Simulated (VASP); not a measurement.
# GaSb (I-4m2) in VASP: a series of runs

The runs below take GaSb through single point, with r2SCAN.

All numbers are computed with VASP 6.6.1; they aren't measurements. Logs are shortened: lines on timing, memory, paths and dates and some standing lists are left out, and cuts for length are marked.

## 1. The cell of the first run

Symmetry: I-4m2, No. 119, tetragonal system. The conventional cell has a = 4.110 Å, b = 4.110 Å, c = 6.271 Å, α = 90.00°, β = 90.00°, γ = 90.00°. Ga (site symmetry -4m2) has 4 Sb at 2.58 Å within 3.4 Å. Sb (site symmetry -4m2) has 4 Ga at 2.58 Å within 3.4 Å.

## 2. Single point, r2SCAN (strain -0.050 along x and y, +0.025 along z)

File POSCAR:

```
GaSb
1.0
    0.0000000000      2.9060500000      3.1354750000
    2.9060500000      0.0000000000      3.1354750000
    2.9060500000      2.9060500000      0.0000000000
Ga Sb
1 1
Direct
    0.0000000000      0.0000000000      0.0000000000
    0.7500000000      0.7500000000      0.7500000000
```

File INCAR.step1:

```
SYSTEM = GaSb
PREC = Accurate ; ENCUT = 520
ISMEAR = 0 ; SIGMA = 0.05
LREAL = .FALSE. ; LASPH = .TRUE.
NELM = 80 ; NBANDS = 16
GGA = PE ; ALGO = Normal
EDIFF = 1E-4 ; LWAVE = .TRUE.
LCHARG = .FALSE.
```

File INCAR.step2:

```
SYSTEM = GaSb
PREC = Accurate ; ENCUT = 520
EDIFF = 1E-6 ; ISMEAR = 0
SIGMA = 0.05 ; LREAL = .FALSE.
LASPH = .TRUE. ; NELM = 80
ALGO = Normal ; ISIF = 2
LWAVE = .FALSE. ; LCHARG = .TRUE.
METAGGA = R2SCAN ; LMIXTAU = .TRUE.
LELF = .TRUE. ; LVHAR = .TRUE.
NBANDS = 16 ; ISTART = 1
```

File KPOINTS:

```
Automatic mesh
0
G
  10 10 10
  0 0 0
```

Potentials or basis: VASP PAW PBE potentials, release 64 (Ga_d, Sb).

Run with:

```bash
cat potpaw_PBE.64/Ga_d/POTCAR potpaw_PBE.64/Sb/POTCAR > POTCAR
cp INCAR.step1 INCAR
mpirun -np 1 vasp_std > vasp.out
cp INCAR.step2 INCAR
mpirun -np 1 vasp_std > vasp.out
```

OUTCAR:

```text
SYSTEM = GaSb
   PREC = Accurate
   ENCUT = 520
   EDIFF = 1E-6
   ISMEAR = 0
   LREAL = .FALSE.
   LASPH = .TRUE.
   NELM = 80
   ISIF = 2
   METAGGA = R2SCAN
   ISTART = 1

 ion  position               nearest neighbor table
   1  0.000  0.000  0.000-   2 2.58   2 2.58   2 2.58   2 2.58
   2  0.750  0.750  0.750-   1 2.58   1 2.58   1 2.58   1 2.58

  LATTYP: Found a body centered tetragonal cell.
 ALAT       =     4.1097753229
 C/A-ratio  =     1.5258620015

  Lattice vectors:

 A1 = (  -2.9060500000,   0.0000000000,   3.1354750000)
 A2 = (   2.9060500000,   0.0000000000,   3.1354750000)
 A3 = (   0.0000000000,   2.9060500000,  -3.1354750000)

Analysis of symmetry for initial positions (statically):
=====================================================================
 Subroutine PRICEL returns:
 Original cell was already a primitive cell.

 Routine SETGRP: Setting up the symmetry group for a
 body centered tetragonal supercell.

 Subroutine GETGRP returns: Found  8 space group operations
 (whereof  8 operations were pure point group operations)
 out of a pool of 16 trial point group operations.

The static configuration has the point symmetry D_2d.

Analysis of symmetry for dynamics (positions and initial velocities):
=====================================================================
 Subroutine PRICEL returns:
 Original cell was already a primitive cell.

 Routine SETGRP: Setting up the symmetry group for a
 body centered tetragonal supercell.

 Subroutine GETGRP returns: Found  8 space group operations
 (whereof  8 operations were pure point group operations)
 out of a pool of 16 trial point group operations.

The dynamic configuration has the point symmetry D_2d.

 Subroutine INISYM returns: Found  8 space group operations
 (whereof  8 operations are pure point group operations),
 and found     1 'primitive' translations

----------------------------------------------------------------------------------------

                                     Primitive cell

  volume of cell :      52.9590

  direct lattice vectors                    reciprocal lattice vectors
     0.000000000  2.906050000  3.135475000    -0.172054851  0.172054851  0.159465472
     2.906050000  0.000000000  3.135475000     0.172054851 -0.172054851  0.159465472
     2.906050000  2.906050000  0.000000000     0.172054851  0.172054851 -0.159465472

  length of vectors
     4.275082464  4.275082464  4.109775323     0.290920918  0.290920918  0.290920918

  position of ions in fractional coordinates (direct lattice)
     0.000000000  0.000000000  0.000000000
     0.750000000  0.750000000  0.750000000

  ion indices of the primitive-cell ions
   primitive index   ion index
                 1           1
                 2           2

----------------------------------------------------------------------------------------

 KPOINTS: Automatic mesh

Automatic generation of k-mesh.
 Grid dimensions read from file:
 generate k-points for:   10   10   10

 Generating k-lattice:

  Cartesian coordinates                     Fractional coordinates (reciprocal lattice)
    -0.017205485  0.017205485  0.015946547     0.100000000  0.000000000  0.000000000
     0.017205485 -0.017205485  0.015946547     0.000000000  0.100000000  0.000000000
     0.017205485  0.017205485 -0.015946547    -0.000000000 -0.000000000  0.100000000

  Length of vectors
     0.029092092  0.029092092  0.029092092

  Shift w.r.t. Gamma in fractional coordinates (k-lattice)
     0.000000000  0.000000000  0.000000000

 Subroutine IBZKPT returns following result:
 ===========================================

 Found    102 irreducible k-points:

 Following reciprocal coordinates:
            Coordinates               Weight
  0.000000  0.000000  0.000000      1.000000
  0.100000 -0.000000  0.000000      8.000000
  0.200000 -0.000000  0.000000      8.000000
  0.300000  0.000000  0.000000      8.000000
  0.400000  0.000000  0.000000      8.000000
  0.500000 -0.000000  0.000000      4.000000
[... 16 lines left out ...]
  0.300000  0.300000  0.000000      2.000000
  0.400000  0.300000  0.000000      8.000000
 [... further k-points ...]
   k-points           NKPTS =    102   k-points in BZ     NKDIM =    102   number of bands    NBANDS=     16
   number of dos      NEDOS =    301   number of ions     NIONS =      2
   total plane-waves  NPLWV =  32768
   dimension x,y,z NGX =    32 NGY =   32 NGZ =   32
   dimension x,y,z NGXF=    64 NGYF=   64 NGZF=   64
   ions per type =               1   1
   NGX,Y,Z   is equivalent  to a cutoff of  12.44, 12.44, 12.94 a.u.
   NGXF,Y,Z  is equivalent  to a cutoff of  24.89, 24.89, 25.89 a.u.
 SYSTEM =  GaSb
   PREC   = accura    normal or accurate (medium, high low for compatibility)
   ISTART =      1    job   : 0-new  1-cont  2-samecut
   ICHARG =      0    charge: 1-file 2-atom 10-const
   ISPIN  =      1    spin polarized calculation?
   LNONCOLLINEAR =      F non collinear calculations
   LSORBIT =      F    spin-orbit coupling
   LASPH  =      T    aspherical Exc in radial PAW
   ENCUT  =  520.0 eV  38.22 Ry    6.18 a.u.   7.95  7.95  7.64*2*pi/ulx,y,z
   NELM   =     80;   NELMIN=  2; NELMDL=  0     # of ELM steps
   EDIFF  = 0.1E-05   stopping-criterion for ELM
   LREAL  =      F    real-space projection
   EDIFFG = 0.1E-04   stopping-criterion for IOM
   NSW    =      0    number of steps for IOM
   IBRION =     -1    ionic relax: 0-MD 1-quasi-New 2-CG
   NFREE  =      0    steps in history (QN), initial steepest desc. (CG)
   ISIF   =      2    stress and relaxation
   ISYM   =      2    0-nonsym 1-usesym 2-fastsym
   POTIM  = 0.5000    time-step for ionic-motion
   TEBEG  =    0.0;   TEEND  =   0.0 temperature during run
   PSTRESS=    0.0 pullay stress
   NELECT =      18.0000    total number of electrons
   NUPDOWN=      -1.0000    fix difference up-down
   EMIN   =  10.00;   EMAX   =-10.00  energy-range for DOS
   EFERMI =   0.00;   METHOD = LEGACY
   ISMEAR =     0;   SIGMA  =   0.05  broadening in eV -4-tet -1-fermi 0-gaus
   EFERMI_NEDOS =   21; number of points for ismear=-14 and -15
   IALGO  =     38    algorithm
   IMIX   =      4    mixing-type and parameters
     AMIX     =   0.40;   BMIX     =  1.00
     AMIX_MAG =   1.60;   BMIX_MAG =  1.00
  volume/ion in A,a.u.               =      26.48       178.69
  Fermi-wavevector in a.u.,A,eV,Ry     =   1.142490  2.158993 17.759466  1.305284
  Thomas-Fermi vector in A             =   2.279188
   LORBIT       =      0    0 simple, 1 ext, 2 COOP (PROOUT), +10 PAW based schemes
   METAGGA = R2SCAN    functional components
   LHFCALC =     F    Hartree Fock is set to
   AEXX    =    0.0000 exact exchange contribution
   IVDW    =     0    specifies the selected vdW correction
   LEPSILON=     F    determine dielectric tensor
   LRPA    =     F    only Hartree local field effects (RPA)
 non-spin polarized calculation
 Gauss-broadening in eV      SIGMA  =   0.05
  energy-cutoff  :      520.00
  volume of cell :       52.96
 maximum number of plane-waves:      1444
   NGX = 15   NGY = 15   NGZ = 15

 number of electron      18.0000010 magnetization

 Free energy of the ion-electron system (eV)
  ---------------------------------------------------
  ext. energy  EPLUGINS =         0.00000000
  ---------------------------------------------------
  free energy    TOTEN  =       -37.49142500 eV

  energy without entropy =      -37.49142500  energy(sigma->0) =      -37.49142500

 E-fermi :   5.9591     XC(G=0): -10.0929

 val. band max:        5.7102246700   @ k =   0.0000   0.0000   0.0000
 cond. band min:       6.2700970548   @ k =   0.4000   0.0000   0.4000
 fundamental gap:      0.5598723847
 Fermi energy:         5.9591391146

 k-point     1 :       0.0000    0.0000    0.0000
  band No.  band energies     occupation
      1     -10.1479      2.00000
      2     -10.1389      2.00000
      3     -10.1389      2.00000
      4     -10.0744      2.00000
      5     -10.0707      2.00000
      6      -6.9860      2.00000
[... 8 lines left out ...]
     15      13.8806      0.00000
     16      14.7099      0.00000

 k-point     2 :       0.1000   -0.0000    0.0000
  band No.  band energies     occupation
      1     -10.1487      2.00000
      2     -10.1407      2.00000
      3     -10.1373      2.00000
      4     -10.0748      2.00000
      5     -10.0706      2.00000
      6      -6.8667      2.00000
[... 8 lines left out ...]
     15      13.3673      0.00000
     16      14.5396      0.00000

 k-point     3 :       0.2000   -0.0000    0.0000
  band No.  band energies     occupation
      1     -10.1571      2.00000
      2     -10.1386      2.00000
      3     -10.1332      2.00000
      4     -10.0758      2.00000
      5     -10.0701      2.00000
      6      -6.5181      2.00000
[... 8 lines left out ...]
     15      13.6919      0.00000
     16      13.8715      0.00000

 k-point     4 :       0.3000    0.0000    0.0000
  band No.  band energies     occupation
      1     -10.1695      2.00000
      2     -10.1341      2.00000
      3     -10.1284      2.00000
      4     -10.0766      2.00000
      5     -10.0689      2.00000
      6      -5.9788      2.00000
[... 8 lines left out ...]
     15      13.9708      0.00000
     16      14.1549      0.00000
[... 324 lines left out ...]
 k-point    22 :      -0.2000    0.2000    0.0000
  band No.  band energies     occupation
      1     -10.1745      2.00000
      2     -10.1301      2.00000
      3     -10.1267      2.00000
      4     -10.0788      2.00000
      5     -10.0688      2.00000
      6      -5.7515      2.00000
[... 8 lines left out ...]
     15      14.8688      0.00000
     16      15.5439      0.00000

 k-point    23 :       0.3000    0.3000    0.0000
  band No.  band energies     occupation
      1     -10.1858      2.00000
      2     -10.1173      2.00000
      3     -10.1173      2.00000
      4     -10.0772      2.00000
      5     -10.0723      2.00000
      6      -5.7203      2.00000
[... 8 lines left out ...]
     15      16.0548      0.00000
     16      16.4975      0.00000

 k-point    24 :       0.4000    0.3000    0.0000
  band No.  band energies     occupation
      1     -10.1916      2.00000
      2     -10.1145      2.00000
      3     -10.1131      2.00000
      4     -10.0783      2.00000
      5     -10.0723      2.00000
      6      -5.2386      2.00000
[... 8 lines left out ...]
     15      16.5972      0.00000
     16      16.8572      0.00000

 [... further k-points ...]
[... 5 lines left out ...]
  --------------------------------------------------------------------------------------
  -------------------------------------------------------------------------------------
  Total        2.3384425      2.3384425      0.8573093      0.0000000      0.0000000      0.0000000
  in kB       70.7453285     70.7453285     25.9363348      0.0000000      0.0000000      0.0000000
  external PRESSURE =      55.8089972 kB  Pullay stress =       0.0000000 kB

 VOLUME and BASIS-vectors are now :
 -----------------------------------------------------------------------------
  energy-cutoff  :      520.00
  volume of cell :       52.96
      direct lattice vectors                 reciprocal lattice vectors
     0.000000000  2.906050000  3.135475000    -0.172054851  0.172054851  0.159465472
     2.906050000  0.000000000  3.135475000     0.172054851 -0.172054851  0.159465472
     2.906050000  2.906050000  0.000000000     0.172054851  0.172054851 -0.159465472

 POSITION                                       TOTAL-FORCE (eV/Angst)
 -----------------------------------------------------------------------------------
      0.00000      0.00000      0.00000        -0.000000     -0.000000     -0.000000
      4.35907      4.35907      4.70321         0.000000      0.000000      0.000000
 -----------------------------------------------------------------------------------
    total drift:                               -0.000013     -0.000013      0.000031

  FREE ENERGIE OF THE ION-ELECTRON SYSTEM (eV)
  ---------------------------------------------------
  free  energy   TOTEN  =       -37.4914249968 eV

  energy  without entropy=      -37.4914249968  energy(sigma->0) =      -37.49142500
```

It took 2.4 min on 1 thread of Intel Xeon Platinum 8259CL at 2.50GHz (Skylake/Cascade Lake), shared host; peak memory 0.25 GiB.

Results:

| Item | Value |
| --- | --- |
| Free energy | -37.4914 eV |
| Pressure | 5.6 GPa |
| Band gap on the k mesh | 0.56 eV, indirect (least direct gap 0.82 eV) |

Caveat: the cell differs from its parent crystal (strain -0.050 along x and y, +0.025 along z); the PAW data sets were made with another functional, which shifts forces and pressure a little; spin-orbit coupling is left out, which moves the levels of the heavy elements.

## 3. Single point, r2SCAN (strain -0.050 along x and y, +0.050 along z)

File POSCAR:

```
GaSb
1.0
    0.0000000000      2.9060500000      3.2119500000
    2.9060500000      0.0000000000      3.2119500000
    2.9060500000      2.9060500000      0.0000000000
Ga Sb
1 1
Direct
    0.0000000000      0.0000000000      0.0000000000
    0.7500000000      0.7500000000      0.7500000000
```

File INCAR.step1:

```
SYSTEM = GaSb
  PREC = Accurate
  ENCUT = 520
  ISMEAR = 0
  SIGMA = 0.05
  LREAL = .FALSE.
  LASPH = .TRUE.
  NELM = 100
  NBANDS = 16
  GGA = PE
  ALGO = Normal
  EDIFF = 1E-4
  LWAVE = .TRUE.
  LCHARG = .FALSE.
```

File INCAR.step2:

```
SYSTEM = GaSb
  PREC = Accurate
  ENCUT = 520
  EDIFF = 1E-7
  ISMEAR = 0
  SIGMA = 0.05
  LREAL = .FALSE.
  LASPH = .TRUE.
  NELM = 100
  ALGO = Normal
  ISIF = 2
  LWAVE = .FALSE.
  LCHARG = .FALSE.
  METAGGA = R2SCAN
  LMIXTAU = .TRUE.
  NBANDS = 16
  ISTART = 1
```

KPOINTS is that of step 2.

Potentials or basis: VASP PAW PBE potentials, release 64 (Ga_d, Sb).

Run with:

```bash
cat potpaw_PBE.64/Ga_d/POTCAR potpaw_PBE.64/Sb/POTCAR > POTCAR
cp INCAR.step1 INCAR
mpirun -np 1 vasp_std > vasp.out
cp INCAR.step2 INCAR
mpirun -np 1 vasp_std > vasp.out
```

Run time: 3.1 min. Hardware: 1 thread of Intel Xeon Platinum 8259CL at 2.50GHz (Skylake/Cascade Lake), shared host; peak memory 0.25 GiB.

Results (log left out):

- Free energy: -37.5005 eV
- Pressure: 3.8 GPa
- Band gap on the k mesh: 0.39 eV, indirect (least direct gap 0.53 eV)

Stress tensor (GPa, compression positive):
```
 5.79  0.00  0.00
 0.00  5.79  0.00
 0.00  0.00 -0.27
```

Levels at points of the mesh, in eV from the valence-band top:
```tsv
k point	band 7	band 8	band 9	band 10	band 11	band 12
(0.00, 0.00, 0.00)	-0.74	0.00	0.00	0.53	2.66	2.66
(0.50, 0.00, 0.00)	-7.10	-1.98	-1.08	0.39	3.70	4.08
(0.50, 0.50, 0.00)	-7.88	-2.67	-2.67	1.41	1.66	9.30
(0.50, 0.00, 0.50)	-7.36	-3.37	-3.27	0.55	0.92	8.81
```

Caveat: the cell differs from its parent crystal (strain -0.050 along x and y, +0.050 along z); the PAW data sets were made with another functional, which shifts forces and pressure a little; spin-orbit coupling is left out, which moves the levels of the heavy elements.

## 4. Single point, r2SCAN (strain +0.000 along x and y, -0.050 along z)

File POSCAR:

```
GaSb
1.0
    0.0000000000      3.0590000000      2.9060500000
    3.0590000000      0.0000000000      2.9060500000
    3.0590000000      3.0590000000      0.0000000000
Ga Sb
1 1
Direct
    0.0000000000      0.0000000000      0.0000000000
    0.7500000000      0.7500000000      0.7500000000
```

File INCAR.step1:

```
SYSTEM = GaSb
ALGO = Normal
EDIFF = 1E-4
ENCUT = 520
GGA = PE
ISMEAR = 0
LASPH = .True.
LCHARG = .False.
LREAL = .False.
LWAVE = .True.
NBANDS = 16
NELM = 100
PREC = Accurate
SIGMA = 0.05
```

File INCAR.step2:

```
SYSTEM = GaSb
ALGO = Normal
EDIFF = 1E-6
ENCUT = 520
ISIF = 2
ISMEAR = 0
ISTART = 1
LASPH = .True.
LCHARG = .False.
LMIXTAU = .True.
LREAL = .False.
LWAVE = .False.
METAGGA = R2SCAN
NBANDS = 16
NELM = 100
PREC = Accurate
SIGMA = 0.05
```

File KPOINTS:

```
k-points
0
Gamma
  10 10 10
  0 0 0
```

Run with:

```bash
cat potpaw_PBE.64/Ga_d/POTCAR potpaw_PBE.64/Sb/POTCAR > POTCAR
cp INCAR.step1 INCAR
mpirun -np 1 vasp_std > vasp.out
cp INCAR.step2 INCAR
mpirun -np 1 vasp_std > vasp.out
```

It took 2.4 min on 1 thread of Intel Xeon Platinum 8259CL at 2.50GHz (Skylake/Cascade Lake), shared host; peak memory 0.25 GiB.

It converged, with:

```
Free energy            : -37.5546 eV
Pressure               : 3.7 GPa
Band gap on the k mesh : 0.50 eV, indirect (least direct gap 0.63 eV)
```

Stress tensor (GPa, compression positive):
```
2.89 0.00 0.00
0.00 2.89 0.00
0.00 0.00 5.20
```

Levels at points of the mesh, in eV from the valence-band top:
```
           k point  band 5  band 6  band 7  band 8  band 9  band 10  band 11  band 12  band 13  band 14
(0.00, 0.00, 0.00)  -15.74  -12.51   -0.30   -0.30    0.00     0.63     2.66     2.83     2.83     6.23
(0.50, 0.00, 0.00)  -15.74  -10.65   -7.06   -1.71   -1.30     0.56     3.66     4.01     6.73     9.83
(0.50, 0.50, 0.00)  -15.73   -9.54   -7.33   -3.31   -3.31     0.58     0.95     9.42     9.42    11.13
(0.50, 0.00, 0.50)  -15.74   -9.75   -7.59   -2.99   -2.94     1.01     1.31     9.24     9.25    10.80
```

Caveat: the cell differs from its parent crystal (strain +0.000 along x and y, -0.050 along z); the PAW data sets were made with another functional, which shifts forces and pressure a little; spin-orbit coupling is left out, which moves the levels of the heavy elements. A k mesh can miss the band edges.

## 5. The runs side by side

| cell | gap on the mesh (eV) | pressure (GPa) |
| --- | --- | --- |
| a = 4.275, b = 4.275, c = 4.110 Å, angles 61.3, 61.3, 57.5°, 2 atoms | 0.56 | 5.6 |
| a = 4.331, b = 4.331, c = 4.110 Å, angles 61.7, 61.7, 56.6°, 2 atoms | 0.39 | 3.8 |
| a = 4.219, b = 4.219, c = 4.326 Å, angles 59.2, 59.2, 61.7°, 2 atoms | 0.50 | 3.7 |

Alike in all rows: task single point; level r2SCAN; potentials or basis VASP PAW PBE potentials, release 64 (Ga_d, Sb); no spin polarisation; k mesh 10 × 10 × 10; cutoff (eV) 520; smearing gaussian 0.05 eV.

Caveats: the PAW data sets were made with another functional, which shifts forces and pressure a little; spin-orbit coupling is left out, which moves the levels of the heavy elements.

Absolute energies hang on the potentials; compare differences alone.
